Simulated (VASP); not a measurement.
Here is a VASP 6.6.1 calculation.

INCAR

```
PREC = Accurate
ENCUT = 500
EDIFF = 1E-6
ISMEAR = -1
SIGMA = 0.05
LREAL = False
LASPH = True
NELM = 120
ALGO = Normal
ISIF = 2
LWAVE = False
LCHARG = False
GGA = PS
NBANDS = 36
GGA_COMPAT = False
```

KPOINTS

```
regular mesh
0
Gamma
  7 7 7
```

The input POSCAR:

```
ZnSiP2
1.0
   -2.6318571686      2.6318571686      5.1232653551
    2.6318571686     -2.6318571686      5.1232653551
    2.6318571686      2.6318571686     -5.1232653551
Zn P Si
2 4 2
Direct
    0.7500000000      0.2500000000      0.5000000000
    0.0000000000      0.0000000000      0.0000000000
    0.1423012000      0.6250000000      0.0173012000
    0.6076988000      0.1250000000      0.9826988000
    0.8750000000      0.8576988000      0.4826988000
    0.3750000000      0.3923012000      0.5173012000
    0.2500000000      0.7500000000      0.5000000000
    0.5000000000      0.5000000000      0.0000000000
```

Potentials or basis: VASP PAW PBE potentials, release 64 (Zn, P, Si).

Command:

```bash
$ cat potpaw_PBE.64/Zn/POTCAR potpaw_PBE.64/P/POTCAR potpaw_PBE.64/Si/POTCAR > POTCAR
$ mpirun -np 1 vasp_std > vasp.out
```

(1) What does it give for the pressure?

(2) Estimate the largest force.

Results:

(1) 5.9 GPa.

(2) 0.307 eV/Å.

Caveat: the cell stands under pressure; the PAW data sets were made with another functional, which shifts forces and pressure a little.
